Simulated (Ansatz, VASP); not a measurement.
One calculation of Si2Ni, two programs

The input INCAR:

```
ALGO = Normal ; EDIFF = 1E-6
ENCUT = 520 ; GGA = PE
ISIF = 2 ; ISMEAR = 0
LASPH = T ; LCHARG = F
LREAL = F ; LWAVE = F
NBANDS = 16 ; NELM = 80
PREC = Accurate ; SIGMA = 0.1
```

KPOINTS

```
k-points
0
Gamma
  14 14 14
```

The input POSCAR:

```
Si2Ni
1.0
    0.0000000000      2.6678362563      2.6678362563
    2.6678362563      0.0000000000      2.6678362563
    2.6678362563      2.6678362563      0.0000000000
Si Ni
2 1
Direct
    0.2500000000      0.2500000000      0.2500000000
    0.7500000000      0.7500000000      0.7500000000
    0.0000000000      0.0000000000      0.0000000000
```

Input for Ansatz:

```yaml
crystal:
  lattice:
    - [0.0, 2.6678362563, 2.6678362563]
    - [2.6678362563, 0.0, 2.6678362563]
    - [2.6678362563, 2.6678362563, 0.0]
  atoms:
    - { symbol: Si, position: [0.25, 0.25, 0.25] }
    - { symbol: Si, position: [0.75, 0.75, 0.75] }
    - { symbol: Ni, position: [0.0, 0.0, 0.0] }
basis:
  ecutwfc: 420
kpoints:
  mp_grid: { grid: [14, 14, 14] }
hamiltonian:
  xc: pbe
scf:
  occupations: { method: gaussian, width: 0.1 }
output:
  forces: true
  stress: true
  eigenvalues: true
  write_density: true
  write_potential: true
  elf: true
  volumetric_format: npy
```

Alike in both runs: task single point; functional PBE; k mesh 14 × 14 × 14; occupations gaussian, width 0.1 eV; no spin polarisation.

```csv
,VASP,Ansatz
version,VASP 6.6.1,Ansatz 0.2.0
potentials or method,"VASP PAW PBE potentials, release 64 (Si, Ni), cutoff 520 eV","scalar-relativistic, plane waves, PAW"
valence electrons in the cell,18,26
```

|  | VASP | Ansatz | Ansatz less VASP |
| --- | --- | --- | --- |
| gap on the k mesh at the Fermi level (eV) | none | none | - |
| pressure (GPa) | 10.1 | 10.3 | +0.16 |

A gap of «none» marks a metal or a gap that the smearing closes. VASP's potentials hold 18 valence electrons a cell and Ansatz's 26, so a difference there can come from the potentials and not from the codes.
